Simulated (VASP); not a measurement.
The system is Si2N.

```
CELL_PARAMETERS angstrom
1.98520 -2.05618 0.00000
1.98520 2.05618 0.00000
0.00000 0.00000 4.16567
ATOMIC_POSITIONS crystal
Si 0.50000 0.00000 0.30411
Si 0.00000 0.50000 0.69589
N 0.00000 0.00000 0.00000
```

The cell was built from a structure type or drawn by symmetry, and may not be a known phase.

```yaml
Program: VASP 6.6.1
Task: relaxation of cell and atoms
Functional: PBE
Potentials_or_basis: VASP PAW PBE potentials, release 64 (Si, N)
Cutoff: 600 eV
k_mesh: 6 × 6 × 4
Occupations: gaussian, width 0.1 eV
Spin: no spin polarisation
```

At the start: pressure 0.7 GPa; volume 11.34 Å³/atom.

Problem. Where does the relaxation end?

Solution. Over 39 steps the energy falls by 75.7 meV/atom and the volume is 12.80 Å³/atom (+12.9 %); space group C222 (No. 21, to 0.1 Å) before, P-4m2 (No. 115, to 0.1 Å).

The path:
```
step  energy change (eV)  largest force (eV/Å)  pressure (GPa)  volume (Å³)
   1              0.0000                0.8988            0.68        34.01
   2             -0.0795                0.3459            1.48        34.24
   3             -0.0984                0.0735            2.41        34.37
   4             -0.1044                0.5326            4.85        34.61
   5             -0.1463                0.2779            2.40        35.38
   6             -0.1833                0.1229           -1.26        36.89
   7             -0.1833                0.1356           -1.35        36.93
   8             -0.1861                0.0874           -0.57        36.85
   9             -0.1986                0.0230            1.84        36.58
  10             -0.1813                0.6242            6.83        36.02
  11             -0.2018                0.2223            3.37        36.40
  12             -0.2019                0.1877            3.16        36.43
  13             -0.2026                0.2049            3.22        36.43
  14             -0.2036                0.2539            3.46        36.43
  15             -0.2037                0.2708            3.56        36.43
  16             -0.2051                0.2438            3.35        36.48
  17             -0.2087                0.1642            2.69        36.62
  18             -0.2135                0.0071            1.43        36.91
  19             -0.2138                0.2994           -0.86        37.48
  20             -0.2151                0.1577            0.21        37.21
  21             -0.2155                0.1502            0.19        37.24
  22             -0.2165                0.1258            0.05        37.35
  23             -0.2180                0.0827           -0.15        37.56
  24             -0.2190                0.0184           -0.41        37.98
  25             -0.2200                0.0096           -0.12        37.98
  26             -0.2223                0.0662            0.69        37.97
  27             -0.2208                0.2326            2.44        37.94
  28             -0.2238                0.1096            1.31        37.96
  29             -0.2234                0.1825            1.92        37.95
  30             -0.2240                0.1360            1.51        37.96
  31             -0.2244                0.1314            1.53        37.98
  32             -0.2249                0.1210            1.43        38.04
  33             -0.2249                0.1170            1.45        38.06
  34             -0.2254                0.0979            1.27        38.10
  35             -0.2263                0.0402            0.78        38.20
  36             -0.2268                0.0727           -0.18        38.42
  37             -0.2268                0.0455            0.04        38.36
  38             -0.2269                0.0420            0.04        38.37
  39             -0.2271                0.0325            0.06        38.40
```

Final structure:
```
CELL_PARAMETERS angstrom
1.93345 -1.95227 0.00000
1.93345 1.95227 0.00000
0.00000 0.00000 5.08681
ATOMIC_POSITIONS crystal
Si 0.50000 0.00000 0.24647
Si 0.00000 0.50000 0.75353
N 0.00000 0.00000 0.00000
```

Caveat: the k points lie up to 0.38 Å⁻¹ apart in the final cell, too coarse for converged energies and pressures of a metal; a cell axis changed by over 15 % at a fixed basis, so the end point is rough.
